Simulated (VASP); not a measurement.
# CuO (Cccm) in VASP: a series of runs, part 2 of 3

VASP 6.6.1. Earlier steps stand in the parts before.

### Step 3. Single point, PBE

This run uses another cell than the first one, of 10.50 Å³/atom, 0.984 times its volume.

Input file INCAR:

```
SYSTEM = CuO
  PREC = Accurate
  ENCUT = 700
  EDIFF = 1E-6
  ISMEAR = -1
  SIGMA = 0.05
  LREAL = .False.
  LASPH = .True.
  NELM = 120
  ALGO = Normal
  ISIF = 2
  LWAVE = .False.
  LCHARG = .True.
  GGA = PE
  LELF = .True.
  LVHAR = .True.
  NBANDS = 33
  GGA_COMPAT = .False.
```

Input file KPOINTS:

```
Automatic mesh
0
Gamma
  9 9 5
  0 0 0
```

Input file POSCAR:

```
CuO
1.0
    1.9884068201     -2.0567905368      0.0000000000
    1.9884068201      2.0567905368      0.0000000000
    0.0000000000      0.0000000000      5.1326712934
Cu O
2 2
Direct
    0.5000000000      0.0000000000      0.0000000000
    0.0000000000      0.5000000000      0.5000000000
    0.5000000000      0.5000000000      0.2500000000
    0.5000000000      0.5000000000      0.7500000000
```

Potentials or basis: VASP PAW PBE potentials, release 64 (Cu_sv_GW, O).

Launch:

```sh
> cat potpaw_PBE.64/Cu_sv_GW/POTCAR potpaw_PBE.64/O/POTCAR > POTCAR
> mpirun -np 1 vasp_std > vasp.out
```

OUTCAR:

```text
SYSTEM = CuO
   PREC = Accurate
   ENCUT = 700
   EDIFF = 1E-6
   ISMEAR = -1
   LREAL = .False.
   LASPH = .True.
   NELM = 120
   ISIF = 2
   GGA = PE

 ion  position               nearest neighbor table
   1  0.500  0.000  0.000-   3 1.92   4 1.92   3 1.92   4 1.92
   2  0.000  0.500  0.500-   3 1.92   4 1.92   3 1.92   4 1.92
   3  0.500  0.500  0.250-   1 1.92   2 1.92   1 1.92   2 1.92
   4  0.500  0.500  0.750-   1 1.92   2 1.92   1 1.92   2 1.92

  LATTYP: Found a base centered orthorhombic cell.
 ALAT       =     3.9768136402
 B/A-ratio  =     1.0343912101
 C/A-ratio  =     1.2906491875

  Lattice vectors:

 A1 = (   1.9884068201,  -2.0567905368,   0.0000000000)
 A2 = (   1.9884068201,   2.0567905368,   0.0000000000)
 A3 = (   0.0000000000,   0.0000000000,   5.1326712934)

Analysis of symmetry for initial positions (statically):
=====================================================================
 Subroutine PRICEL returns:
 Original cell was already a primitive cell.

 Routine SETGRP: Setting up the symmetry group for a
 base centered orthorhombic supercell.

 Subroutine GETGRP returns: Found  8 space group operations
 (whereof  4 operations were pure point group operations)
 out of a pool of  8 trial point group operations.

The static configuration has the point symmetry C_2h.
 The point group associated with its full space group is D_2h.

Analysis of symmetry for dynamics (positions and initial velocities):
=====================================================================
 Subroutine PRICEL returns:
 Original cell was already a primitive cell.

 Routine SETGRP: Setting up the symmetry group for a
 base centered orthorhombic supercell.

 Subroutine GETGRP returns: Found  8 space group operations
 (whereof  4 operations were pure point group operations)
 out of a pool of  8 trial point group operations.

The dynamic configuration has the point symmetry C_2h.
 The point group associated with its full space group is D_2h.

 Subroutine INISYM returns: Found  8 space group operations
 (whereof  4 operations are pure point group operations),
 and found     1 'primitive' translations

----------------------------------------------------------------------------------------

                                     Primitive cell

  volume of cell :      41.9825

  direct lattice vectors                    reciprocal lattice vectors
     1.988406820 -2.056790537  0.000000000     0.251457597 -0.243097190  0.000000000
     1.988406820  2.056790537  0.000000000     0.251457597  0.243097190  0.000000000
     0.000000000  0.000000000  5.132671293     0.000000000  0.000000000  0.194830322

  length of vectors
     2.860795168  2.860795168  5.132671293     0.349753008  0.349753008  0.194830322

  position of ions in fractional coordinates (direct lattice)
     0.500000000  0.000000000  0.000000000
     0.000000000  0.500000000  0.500000000
     0.500000000  0.500000000  0.250000000
     0.500000000  0.500000000  0.750000000

  ion indices of the primitive-cell ions
   primitive index   ion index
[... 22 lines left out ...]

  Shift w.r.t. Gamma in fractional coordinates (k-lattice)
     0.000000000  0.000000000  0.000000000

 Subroutine IBZKPT returns following result:
 ===========================================

 Found     75 irreducible k-points:

 Following reciprocal coordinates:
            Coordinates               Weight
  0.000000  0.000000  0.000000      1.000000
  0.111111  0.000000  0.000000      4.000000
  0.222222 -0.000000  0.000000      4.000000
  0.333333  0.000000  0.000000      4.000000
  0.444444 -0.000000  0.000000      4.000000
  0.111111  0.111111  0.000000      2.000000
[... 16 lines left out ...]
 -0.333333  0.333333  0.000000      2.000000
  0.444444  0.444444  0.000000      2.000000
 [... further k-points ...]
   k-points           NKPTS =     75   k-points in BZ     NKDIM =     75   number of bands    NBANDS=     33
   number of dos      NEDOS =    301   number of ions     NIONS =      4
   total plane-waves  NPLWV =  37632
   dimension x,y,z NGX =    28 NGY =   28 NGZ =   48
   dimension x,y,z NGXF=    56 NGYF=   56 NGZF=   96
   ions per type =               2   2
   NGX,Y,Z   is equivalent  to a cutoff of  16.27, 16.27, 15.55 a.u.
   NGXF,Y,Z  is equivalent  to a cutoff of  32.54, 32.54, 31.09 a.u.
 SYSTEM =  CuO
   PREC   = accura    normal or accurate (medium, high low for compatibility)
   ISTART =      0    job   : 0-new  1-cont  2-samecut
   ICHARG =      2    charge: 1-file 2-atom 10-const
   ISPIN  =      1    spin polarized calculation?
   LNONCOLLINEAR =      F non collinear calculations
   LSORBIT =      F    spin-orbit coupling
   LASPH  =      T    aspherical Exc in radial PAW
   ENCUT  =  700.0 eV  51.45 Ry    7.17 a.u.   6.17  6.17 11.07*2*pi/ulx,y,z
   NELM   =    120;   NELMIN=  2; NELMDL= -5     # of ELM steps
   EDIFF  = 0.1E-05   stopping-criterion for ELM
   LREAL  =      F    real-space projection
   EDIFFG = 0.1E-04   stopping-criterion for IOM
   NSW    =      0    number of steps for IOM
   IBRION =     -1    ionic relax: 0-MD 1-quasi-New 2-CG
   NFREE  =      0    steps in history (QN), initial steepest desc. (CG)
   ISIF   =      2    stress and relaxation
   ISYM   =      2    0-nonsym 1-usesym 2-fastsym
   POTIM  = 0.5000    time-step for ionic-motion
   TEBEG  =    0.0;   TEEND  =   0.0 temperature during run
   PSTRESS=    0.0 pullay stress
   NELECT =      50.0000    total number of electrons
   NUPDOWN=      -1.0000    fix difference up-down
   EMIN   =  10.00;   EMAX   =-10.00  energy-range for DOS
   EFERMI =   0.00;   METHOD = LEGACY
   ISMEAR =    -1;   SIGMA  =   0.05  broadening in eV -4-tet -1-fermi 0-gaus
   EFERMI_NEDOS =   21; number of points for ismear=-14 and -15
   IALGO  =     38    algorithm
   IMIX   =      4    mixing-type and parameters
     AMIX     =   0.40;   BMIX     =  1.00
     AMIX_MAG =   1.60;   BMIX_MAG =  1.00
  volume/ion in A,a.u.               =      10.50        70.83
  Fermi-wavevector in a.u.,A,eV,Ry     =   1.735303  3.279247 40.970891  3.011276
  Thomas-Fermi vector in A             =   2.808934
   LORBIT       =      0    0 simple, 1 ext, 2 COOP (PROOUT), +10 PAW based schemes
   GGA     = PE    functional components
   LHFCALC =     F    Hartree Fock is set to
   AEXX    =    0.0000 exact exchange contribution
   IVDW    =     0    specifies the selected vdW correction
   LEPSILON=     F    determine dielectric tensor
   LRPA    =     F    only Hartree local field effects (RPA)
 non-spin polarized calculation
  energy-cutoff  :      700.00
  volume of cell :       41.98
 maximum number of plane-waves:      1786
 NGX is ok and might be reduce to    28
   NGX = 13   NGY = 13   NGZ = 23

 number of electron      50.0000016 magnetization

 Free energy of the ion-electron system (eV)
  ---------------------------------------------------
  ext. energy  EPLUGINS =         0.00000000
  ---------------------------------------------------
  free energy    TOTEN  =       -19.81541885 eV

  energy without entropy =      -19.79624857  energy(sigma->0) =      -19.80583371

 E-fermi :   5.5950     XC(G=0): -11.9879

 val. band max:        5.5871144804   @ k =   0.4444   0.4444   0.4000
 cond. band min:       5.6056935009   @ k =   0.2222   0.1111   0.0000
 fundamental gap:      0.0185790205
 Fermi energy:         5.5949797881

 k-point     1 :       0.0000    0.0000    0.0000
  band No.  band energies     occupation
      1    -107.2928      2.00000
      2    -107.2926      2.00000
      3     -64.7930      2.00000
      4     -64.7923      2.00000
      5     -64.7585      2.00000
      6     -64.7499      2.00000
[... 853 lines left out ...]
     32      17.1295      0.00000
     33      17.5887      0.00000

 [... further k-points ...]

------------------------ aborting loop because EDIFF is reached ----------------------------------------

  FORCE on cell =-STRESS in cart. coord.  units (eV):
  Direction    XX          YY          ZZ          XY          YZ          ZX
  --------------------------------------------------------------------------------------
  -------------------------------------------------------------------------------------
  Total        1.8438083      1.8228924      1.8572004     -0.0000000      0.0000000      0.0000000
  in kB       70.3651445     69.5669327     70.8762265     -0.0000000      0.0000000      0.0000000
  external PRESSURE =      70.2694346 kB  Pullay stress =       0.0000000 kB

 VOLUME and BASIS-vectors are now :
 -----------------------------------------------------------------------------
  energy-cutoff  :      700.00
  volume of cell :       41.98
      direct lattice vectors                 reciprocal lattice vectors
     1.988406820 -2.056790537  0.000000000     0.251457597 -0.243097190  0.000000000
     1.988406820  2.056790537  0.000000000     0.251457597  0.243097190  0.000000000
     0.000000000  0.000000000  5.132671293     0.000000000  0.000000000  0.194830322

 POSITION                                       TOTAL-FORCE (eV/Angst)
 -----------------------------------------------------------------------------------
      0.99420     -1.02840      0.00000         0.000000      0.000000     -0.000000
      0.99420      1.02840      2.56634         0.000000      0.000000     -0.000000
      1.98841      0.00000      1.28317         0.000000      0.000000     -0.000000
      1.98841      0.00000      3.84950         0.000000     -0.000000      0.000000
 -----------------------------------------------------------------------------------
    total drift:                                0.000000      0.000000     -0.000000

  FREE ENERGIE OF THE ION-ELECTRON SYSTEM (eV)
  ---------------------------------------------------
  free  energy   TOTEN  =       -19.8154188499 eV

  energy  without entropy=      -19.7962485660  energy(sigma->0) =      -19.80583371
```

Run time: 2.1 min. Hardware: 1 thread of Intel Xeon Platinum 8559C (Emerald Rapids), shared host; peak memory 0.28 GiB.

What came out:

- Free energy: -19.8154 eV
- Pressure: 7.0 GPa
- Band gap on the k mesh: zero (band 25 reaches 6.25 eV, above the bottom of band 26 at 5.32 eV)

Stress tensor (GPa, compression positive):
```
7.04 0.00 0.00
0.00 6.96 0.00
0.00 0.00 7.09
```

Caveat: semilocal functionals often make such compounds metallic where correlation or magnetic order opens a gap, which also shifts bond lengths.

### Step 4. Single point, BLYP

This run uses another cell than the first one, of 11.65 Å³/atom, 1.092 times its volume.

Input file INCAR:

```
SYSTEM = CuO
AGGAC = 1.0
AGGAX = 1.0
ALDAC = 0.0
ALDAX = 1.0
ALGO = Normal
EDIFF = 1E-7
ENCUT = 520
GGA = B5
ISIF = 2
ISMEAR = -1
LASPH = .TRUE.
LCHARG = .FALSE.
LREAL = .FALSE.
LWAVE = .FALSE.
NBANDS = 25
NELM = 60
PREC = Accurate
SIGMA = 0.05
```

Input file KPOINTS:

```
k-points
0
G
  9 9 5
  0 0 0
```

Input file POSCAR:

```
CuO
1.0
    2.1142337460     -2.1201705433      0.0000000000
    2.1142337460      2.1201705433      0.0000000000
    0.0000000000      0.0000000000      5.1966090838
Cu O
2 2
Direct
    0.5000000000      0.0000000000      0.0000000000
    0.0000000000      0.5000000000      0.5000000000
    0.5000000000      0.5000000000      0.2500000000
    0.5000000000      0.5000000000      0.7500000000
```

Potentials or basis: VASP PAW PBE potentials, release 64 (Cu, O).

Launch:

```sh
> cat potpaw_PBE.64/Cu/POTCAR potpaw_PBE.64/O/POTCAR > POTCAR
> mpirun -np 1 vasp_std > vasp.out
```

Run time: 90 s. Hardware: 1 thread of Intel Xeon Platinum 8259CL at 2.50GHz (Skylake/Cascade Lake), shared host; peak memory 0.21 GiB.

It converged, with:

```yaml
Free_energy: -18.3133 eV
Pressure: 0.7 GPa
Band_gap_on_the_k_mesh: zero (band 17 reaches 5.23 eV, above the bottom of band 18 at 4.35 eV)
```

Stress tensor (GPa, compression positive):
```
0.57 0.00 0.00
0.00 0.51 0.00
0.00 0.00 0.90
```

Levels at points of the mesh, in eV from the Fermi level:
```csv
k point,band 15,band 16,band 17,band 18,band 19,band 20
"(0.00, 0.00, 0.00)",-2.18,-1.83,0.66,0.67,1.45,6.35
```

Caveat: the PAW data sets were made with another functional, which shifts forces and pressure a little; semilocal functionals often make such compounds metallic where correlation or magnetic order opens a gap, which also shifts bond lengths. With open d or f shells a metallic result of BLYP can be an artefact of self-interaction; +U or a hybrid may open a gap.

(Part 2 of 3 ends here.)
